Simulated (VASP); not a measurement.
# TiAl (Pm-3m) in VASP: notebook

The runs below take TiAl through single point, with PBE.

All numbers are computed with VASP 6.6.1; they aren't measurements. Logs are shortened: lines on timing, memory, paths and dates and some standing lists are left out, and cuts for length are marked.

**1. The cell of the first run**

It takes space group Pm-3m (No. 221, cubic). The conventional cell has a = 3.053 Å, b = 3.053 Å, c = 3.053 Å, α = 90.00°, β = 90.00°, γ = 90.00°. Within 3.5 Å of Ti (site symmetry m-3m) lie 8 Al at 2.64 Å and 6 Ti at 3.05 Å. Within 3.5 Å of Al (site symmetry m-3m) lie 8 Ti at 2.64 Å and 6 Al at 3.05 Å.

**2. Single point, PBE (volume scaled by 0.88)**

The input, INCAR:

```
  PREC = Accurate
  ENCUT = 520
  EDIFF = 1E-7
  ISMEAR = 0
  SIGMA = 0.1
  LREAL = False
  LASPH = True
  NELM = 60
  ALGO = Normal
  ISIF = 2
  LWAVE = False
  LCHARG = False
  GGA = PE
  NBANDS = 14
```

The input, KPOINTS:

```
Automatic mesh
0
Gamma
  14 14 14
```

The input, POSCAR:

```
TiAl
1.0
    3.0533837473      0.0000000000      0.0000000000
    0.0000000000      3.0533837473      0.0000000000
    0.0000000000      0.0000000000      3.0533837473
Ti Al
1 1
Direct
    0.5000000000      0.5000000000      0.5000000000
    0.0000000000      0.0000000000      0.0000000000
```

Potentials or basis: VASP PAW PBE potentials, release 64 (Ti_sv, Al).

On the command line:

```sh
$ cat potpaw_PBE.64/Ti_sv/POTCAR potpaw_PBE.64/Al/POTCAR > POTCAR
$ mpirun -np 1 vasp_std > vasp.out
```

OUTCAR:

```text
PREC = Accurate
   ENCUT = 520
   EDIFF = 1E-7
   ISMEAR = 0
   LREAL = False
   LASPH = True
   NELM = 60
   ISIF = 2
   GGA = PE

 ion  position               nearest neighbor table
   1  0.500  0.500  0.500-   2 2.64   2 2.64   2 2.64   2 2.64   2 2.64   2 2.64   2 2.64   2 2.64

   2  0.000  0.000  0.000-   1 2.64   1 2.64   1 2.64   1 2.64   1 2.64   1 2.64   1 2.64   1 2.64

  LATTYP: Found a simple cubic cell.
 ALAT       =     3.0533837473

  Lattice vectors:

 A1 = (   3.0533837473,   0.0000000000,   0.0000000000)
 A2 = (   0.0000000000,   3.0533837473,   0.0000000000)
 A3 = (   0.0000000000,   0.0000000000,   3.0533837473)

Analysis of symmetry for initial positions (statically):
=====================================================================
 Subroutine PRICEL returns:
 Original cell was already a primitive cell.

 Routine SETGRP: Setting up the symmetry group for a
 simple cubic supercell.

 Subroutine GETGRP returns: Found 48 space group operations
 (whereof 48 operations were pure point group operations)
 out of a pool of 48 trial point group operations.

The static configuration has the point symmetry O_h .

Analysis of symmetry for dynamics (positions and initial velocities):
=====================================================================
 Subroutine PRICEL returns:
 Original cell was already a primitive cell.

 Routine SETGRP: Setting up the symmetry group for a
 simple cubic supercell.

 Subroutine GETGRP returns: Found 48 space group operations
 (whereof 48 operations were pure point group operations)
 out of a pool of 48 trial point group operations.

The dynamic configuration has the point symmetry O_h .

 Subroutine INISYM returns: Found 48 space group operations
 (whereof 48 operations are pure point group operations),
 and found     1 'primitive' translations

----------------------------------------------------------------------------------------

                                     Primitive cell

  volume of cell :      28.4672

  direct lattice vectors                    reciprocal lattice vectors
     3.053383747  0.000000000  0.000000000     0.327505510  0.000000000  0.000000000
     0.000000000  3.053383747  0.000000000     0.000000000  0.327505510  0.000000000
     0.000000000  0.000000000  3.053383747     0.000000000  0.000000000  0.327505510

  length of vectors
     3.053383747  3.053383747  3.053383747     0.327505510  0.327505510  0.327505510

  position of ions in fractional coordinates (direct lattice)
     0.500000000  0.500000000  0.500000000
     0.000000000  0.000000000  0.000000000

  ion indices of the primitive-cell ions
   primitive index   ion index
                 1           1
                 2           2

----------------------------------------------------------------------------------------

 KPOINTS: Automatic mesh

Automatic generation of k-mesh.
 Grid dimensions read from file:
 generate k-points for:   14   14   14

 Generating k-lattice:

  Cartesian coordinates                     Fractional coordinates (reciprocal lattice)
     0.023393251  0.000000000  0.000000000     0.071428571  0.000000000  0.000000000
     0.000000000  0.023393251  0.000000000     0.000000000  0.071428571  0.000000000
     0.000000000  0.000000000  0.023393251     0.000000000  0.000000000  0.071428571

  Length of vectors
     0.023393251  0.023393251  0.023393251

  Shift w.r.t. Gamma in fractional coordinates (k-lattice)
     0.000000000  0.000000000  0.000000000

 Subroutine IBZKPT returns following result:
 ===========================================

 Found    120 irreducible k-points:

 Following reciprocal coordinates:
            Coordinates               Weight
  0.000000  0.000000  0.000000      1.000000
  0.071429  0.000000  0.000000      6.000000
  0.142857  0.000000  0.000000      6.000000
  0.214286  0.000000  0.000000      6.000000
  0.285714  0.000000  0.000000      6.000000
  0.357143  0.000000  0.000000      6.000000
[... 16 lines left out ...]
  0.285714  0.214286  0.000000     24.000000
  0.357143  0.214286  0.000000     24.000000
 [... further k-points ...]
   k-points           NKPTS =    120   k-points in BZ     NKDIM =    120   number of bands    NBANDS=     14
   number of dos      NEDOS =    301   number of ions     NIONS =      2
   total plane-waves  NPLWV =  13824
   dimension x,y,z NGX =    24 NGY =   24 NGZ =   24
   dimension x,y,z NGXF=    48 NGYF=   48 NGZF=   48
   ions per type =               1   1
   NGX,Y,Z   is equivalent  to a cutoff of  13.07, 13.07, 13.07 a.u.
   NGXF,Y,Z  is equivalent  to a cutoff of  26.13, 26.13, 26.13 a.u.
 SYSTEM =  unknown system
   PREC   = accura    normal or accurate (medium, high low for compatibility)
   ISTART =      0    job   : 0-new  1-cont  2-samecut
   ICHARG =      2    charge: 1-file 2-atom 10-const
   ISPIN  =      1    spin polarized calculation?
   LNONCOLLINEAR =      F non collinear calculations
   LSORBIT =      F    spin-orbit coupling
   LASPH  =      T    aspherical Exc in radial PAW
   ENCUT  =  520.0 eV  38.22 Ry    6.18 a.u.   5.68  5.68  5.68*2*pi/ulx,y,z
   NELM   =     60;   NELMIN=  2; NELMDL= -5     # of ELM steps
   EDIFF  = 0.1E-06   stopping-criterion for ELM
   LREAL  =      F    real-space projection
   EDIFFG = 0.1E-05   stopping-criterion for IOM
   NSW    =      0    number of steps for IOM
   IBRION =     -1    ionic relax: 0-MD 1-quasi-New 2-CG
   NFREE  =      0    steps in history (QN), initial steepest desc. (CG)
   ISIF   =      2    stress and relaxation
   ISYM   =      2    0-nonsym 1-usesym 2-fastsym
   POTIM  = 0.5000    time-step for ionic-motion
   TEBEG  =    0.0;   TEEND  =   0.0 temperature during run
   PSTRESS=    0.0 pullay stress
   NELECT =      15.0000    total number of electrons
   NUPDOWN=      -1.0000    fix difference up-down
   EMIN   =  10.00;   EMAX   =-10.00  energy-range for DOS
   EFERMI =   0.00;   METHOD = LEGACY
   ISMEAR =     0;   SIGMA  =   0.10  broadening in eV -4-tet -1-fermi 0-gaus
   EFERMI_NEDOS =   21; number of points for ismear=-14 and -15
   IALGO  =     38    algorithm
   IMIX   =      4    mixing-type and parameters
     AMIX     =   0.40;   BMIX     =  1.00
     AMIX_MAG =   1.60;   BMIX_MAG =  1.00
  volume/ion in A,a.u.               =      14.23        96.05
  Fermi-wavevector in a.u.,A,eV,Ry     =   1.322281  2.498749 23.788805  1.748428
  Thomas-Fermi vector in A             =   2.451974
   LORBIT       =      0    0 simple, 1 ext, 2 COOP (PROOUT), +10 PAW based schemes
   GGA     = PE    functional components
   LHFCALC =     F    Hartree Fock is set to
   AEXX    =    0.0000 exact exchange contribution
   IVDW    =     0    specifies the selected vdW correction
   LEPSILON=     F    determine dielectric tensor
   LRPA    =     F    only Hartree local field effects (RPA)
 non-spin polarized calculation
 Gauss-broadening in eV      SIGMA  =   0.10
  energy-cutoff  :      520.00
  volume of cell :       28.47
 maximum number of plane-waves:       784
 NGX is ok and might be reduce to    24
   NGX = 11   NGY = 11   NGZ = 11

 number of electron      15.0000010 magnetization

 Free energy of the ion-electron system (eV)
  ---------------------------------------------------
  ext. energy  EPLUGINS =         0.00000000
  ---------------------------------------------------
  free energy    TOTEN  =       -11.91658603 eV

  energy without entropy =      -11.90585996  energy(sigma->0) =      -11.91122299

 E-fermi :  10.1273     XC(G=0): -11.6171

 val. band max:       10.1229144425   @ k =   0.2857   0.2857   0.2143
 cond. band min:      10.1318432203   @ k =   0.2143   0.2143   0.2143
 fundamental gap:      0.0089287778
 Fermi energy:        10.1272709852

 k-point     1 :       0.0000    0.0000    0.0000
  band No.  band energies     occupation
      1     -46.5302      2.00000
      2     -22.7182      2.00000
      3     -22.7182      2.00000
      4     -22.7182      2.00000
      5       0.3048      2.00000
      6       8.3683      2.00000
      7       8.3683      2.00000
      8      12.2119      0.00000
      9      12.2119      0.00000
     10      12.2119      0.00000
     11      15.1621      0.00000
     12      15.1621      0.00000
     13      15.1621      0.00000
     14      19.6290      0.00000

 k-point     2 :       0.0714    0.0000    0.0000
  band No.  band energies     occupation
      1     -46.5290      2.00000
      2     -22.7317      2.00000
      3     -22.7171      2.00000
      4     -22.7171      2.00000
      5       0.3954      2.00000
      6       8.3358      2.00000
      7       8.4111      2.00000
      8      12.0471      0.00000
      9      12.0471      0.00000
     10      12.2238      0.00000
     11      14.7990      0.00000
     12      15.3871      0.00000
     13      15.3871      0.00000
     14      19.4847      0.00000

 k-point     3 :       0.1429    0.0000    0.0000
  band No.  band energies     occupation
      1     -46.5254      2.00000
      2     -22.7693      2.00000
      3     -22.7138      2.00000
      4     -22.7138      2.00000
      5       0.6640      2.00000
      6       8.1913      2.00000
      7       8.5350      2.00000
      8      11.6679      0.00000
      9      11.6679      0.00000
     10      12.2573      0.00000
     11      14.0907      0.00000
     12      15.9501      0.00000
     13      15.9501      0.00000
     14      19.0821      0.00000
[... 324 lines left out ...]
 k-point    23 :       0.2857    0.2143    0.0000
  band No.  band energies     occupation
      1     -46.5049      2.00000
      2     -22.8695      2.00000
      3     -22.8041      2.00000
      4     -22.6945      2.00000
      5       2.3827      2.00000
      6       7.5779      2.00000
      7       8.5015      2.00000
      8      10.2128      0.22655
      9      10.9920      0.00000
     10      11.6308      0.00000
     11      13.6850      0.00000
     12      15.4794      0.00000
     13      18.6263      0.00000
     14      18.6440      0.00000

 k-point    24 :       0.3571    0.2143    0.0000
  band No.  band energies     occupation
      1     -46.4998      2.00000
      2     -22.9209      2.00000
      3     -22.7982      2.00000
      4     -22.6897      2.00000
      5       3.0371      2.00000
      6       6.7490      2.00000
      7       8.8087      2.00000
      8      10.0465      1.74647
      9      10.7422      0.00000
     10      11.6802      0.00000
     11      13.5371      0.00000
     12      15.9671      0.00000
     13      18.1852      0.00000
     14      19.3643      0.00000

 [... further k-points ...]

------------------------ aborting loop because EDIFF is reached ----------------------------------------

  FORCE on cell =-STRESS in cart. coord.  units (eV):
  Direction    XX          YY          ZZ          XY          YZ          ZX
  --------------------------------------------------------------------------------------
  -------------------------------------------------------------------------------------
  Total        3.2425695      3.2425695      3.2425695     -0.0000000      0.0000000     -0.0000000
  in kB      182.4969890    182.4969890    182.4969890     -0.0000000      0.0000000     -0.0000000
  external PRESSURE =     182.4969890 kB  Pullay stress =       0.0000000 kB

 VOLUME and BASIS-vectors are now :
 -----------------------------------------------------------------------------
  energy-cutoff  :      520.00
  volume of cell :       28.47
      direct lattice vectors                 reciprocal lattice vectors
     3.053383747  0.000000000  0.000000000     0.327505510  0.000000000  0.000000000
     0.000000000  3.053383747  0.000000000     0.000000000  0.327505510  0.000000000
     0.000000000  0.000000000  3.053383747     0.000000000  0.000000000  0.327505510

 POSITION                                       TOTAL-FORCE (eV/Angst)
 -----------------------------------------------------------------------------------
      1.52669      1.52669      1.52669         0.000000      0.000000      0.000000
      0.00000      0.00000      0.00000         0.000000      0.000000      0.000000
 -----------------------------------------------------------------------------------
    total drift:                                0.000000     -0.000000     -0.000000

  FREE ENERGIE OF THE ION-ELECTRON SYSTEM (eV)
  ---------------------------------------------------
  free  energy   TOTEN  =       -11.9165860269 eV

  energy  without entropy=      -11.9058599604  energy(sigma->0) =      -11.91122299
```

It took 39 s on 1 thread of AMD EPYC 7R13, shared host; peak memory 0.14 GiB.

What came out:

```yaml
Free_energy: -11.9166 eV
Pressure: 18.2 GPa
```

**3. Single point, PBE (volume scaled by 0.91)**

The input, INCAR:

```
  PREC = Accurate
  ENCUT = 520
  EDIFF = 1E-6
  ISMEAR = 0
  SIGMA = 0.1
  LREAL = F
  LASPH = T
  NELM = 60
  ALGO = Normal
  ISIF = 2
  LWAVE = F
  LCHARG = F
  GGA = PE
  NBANDS = 14
```

The input, KPOINTS:

```
regular mesh
0
Gamma
  14 14 14
```

The input, POSCAR:

```
TiAl
1.0
    3.0876943017      0.0000000000      0.0000000000
    0.0000000000      3.0876943017      0.0000000000
    0.0000000000      0.0000000000      3.0876943017
Ti Al
1 1
Direct
    0.5000000000      0.5000000000      0.5000000000
    0.0000000000      0.0000000000      0.0000000000
```

Potentials or basis: VASP PAW PBE potentials, release 64 (Ti_sv, Al).

On the command line:

```sh
$ cat potpaw_PBE.64/Ti_sv/POTCAR potpaw_PBE.64/Al/POTCAR > POTCAR
$ mpirun -np 1 vasp_std > vasp.out
```

It took 42 s on 1 thread of AMD EPYC 7R13, shared host; peak memory 0.15 GiB.

Results (log left out):

* Free energy: -12.0098 eV
* Pressure: 12.6 GPa

Levels at points of the mesh, in eV from the Fermi level:
| k point | band 5 | band 6 | band 7 | band 8 | band 9 | band 10 |
| --- | --- | --- | --- | --- | --- | --- |
| (0.00, 0.00, 0.00) | -9.68 | -1.67 | -1.67 | 2.00 | 2.00 | 2.00 |
| (0.50, 0.00, 0.00) | -6.16 | -5.46 | -0.66 | 0.16 | 0.16 | 2.24 |
| (0.50, 0.50, 0.00) | -5.27 | -2.13 | -2.13 | -1.59 | 0.75 | 0.75 |
| (0.50, 0.50, 0.50) | -3.38 | -3.38 | -3.38 | 1.15 | 3.13 | 3.13 |

**4. Single point, PBE (volume scaled by 0.94)**

The input, INCAR:

```
ALGO = Fast ; EDIFF = 1E-6
ENCUT = 520 ; GGA = PE
ISIF = 2 ; ISMEAR = 0
LASPH = True ; LCHARG = False
LREAL = False ; LWAVE = False
NBANDS = 14 ; NELM = 80
PREC = Accurate ; SIGMA = 0.1
```

The input, KPOINTS:

```
k-points
0
Gamma
  14 14 14
```

The input, POSCAR:

```
TiAl
1.0
    3.1212588258      0.0000000000      0.0000000000
    0.0000000000      3.1212588258      0.0000000000
    0.0000000000      0.0000000000      3.1212588258
Ti Al
1 1
Direct
    0.5000000000      0.5000000000      0.5000000000
    0.0000000000      0.0000000000      0.0000000000
```

On the command line:

```sh
$ cat potpaw_PBE.64/Ti_sv/POTCAR potpaw_PBE.64/Al/POTCAR > POTCAR
$ mpirun -np 1 vasp_std > vasp.out
```

Wall time 2 min (1 thread of AMD EPYC 7R13, shared host); peak memory 0.14 GiB.

The run converged. Its results:

- Free energy: -12.0713 eV
- Pressure: 7.7 GPa

Levels at points of the mesh, in eV from the Fermi level:
```csv
k point,band 3,band 4,band 5,band 6,band 7,band 8,band 9,band 10,band 11,band 12
"(0.00, 0.00, 0.00)",-32.99,-32.99,-9.53,-1.58,-1.58,1.92,1.92,1.92,4.68,4.68
"(0.50, 0.00, 0.00)",-32.97,-32.97,-6.13,-5.37,-0.62,0.16,0.16,2.15,3.21,6.55
"(0.50, 0.50, 0.00)",-33.17,-32.95,-5.18,-2.13,-2.13,-1.55,0.73,0.73,2.93,5.04
"(0.50, 0.50, 0.50)",-33.14,-33.14,-3.28,-3.28,-3.28,0.94,3.00,3.00,3.06,3.06
```

**5. Overview**

```csv
cell,gap on the mesh (eV),pressure (GPa)
"a = 3.053 Å, 2 atoms",none,18.2
"a = 3.088 Å, 2 atoms",none,12.6
"a = 3.121 Å, 2 atoms",none,7.7
```

Alike in all rows: task single point; level PBE; potentials or basis VASP PAW PBE potentials, release 64 (Ti_sv, Al); no spin polarisation; k mesh 14 × 14 × 14; cutoff (eV) 520; smearing gaussian 0.1 eV.

Total energies depend on the potentials used, so only differences within one code and one set of settings carry meaning.
